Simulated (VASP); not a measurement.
Write the native input for VASP 6.6.1 that does the following.

```yaml
Task: single point
Functional: PBEsol
Potentials_or_basis: VASP PAW PBE potentials, release 64 (Hg)
Cutoff: 520 eV
k_mesh: 8 × 8 × 8
Occupations: gaussian, width 0.1 eV
Spin: no spin polarisation
Dipole_correction: no
Further_INCAR_settings: ALGO = Fast; EDIFF = 1e-06; NBANDS = 12
```

The structure of Hg lies in POSCAR:

```
Hg
1.0
    0.0000000000      2.2690219918      2.2690219918
    2.2690219918      0.0000000000      2.2690219918
    2.2690219918      2.2690219918      0.0000000000
Hg
1
Direct
    0.0000000000      0.0000000000      0.0000000000
```

The input as run:

INCAR

```
PREC = Accurate
ENCUT = 520
EDIFF = 1E-6
ISMEAR = 0
SIGMA = 0.1
LREAL = False
LASPH = True
NELM = 100
ALGO = Fast
ISIF = 2
LWAVE = False
LCHARG = True
GGA = PS
LELF = True
LVHAR = True
NBANDS = 12
```

KPOINTS

```
Automatic mesh
0
Gamma
  8 8 8
```

Potentials or basis: VASP PAW PBE potentials, release 64 (Hg).

Command:

```sh
$ cat potpaw_PBE.64/Hg/POTCAR > POTCAR
$ mpirun -np 1 vasp_std > vasp.out
```

Results of the run:

* Pressure: 0.5 GPa
* Band gap on the k mesh: zero (band 6 reaches 3.05 eV, above the bottom of band 7 at 1.04 eV)

Caveat: the PAW data sets were made with another functional, which shifts forces and pressure a little; spin-orbit coupling is left out, which moves the levels of the heavy elements.

Wall time 3.1 s on 1 thread of Intel(R) Xeon(R) 6975P-C (Granite Rapids), with other jobs on the host, peak memory 0.14 GiB.
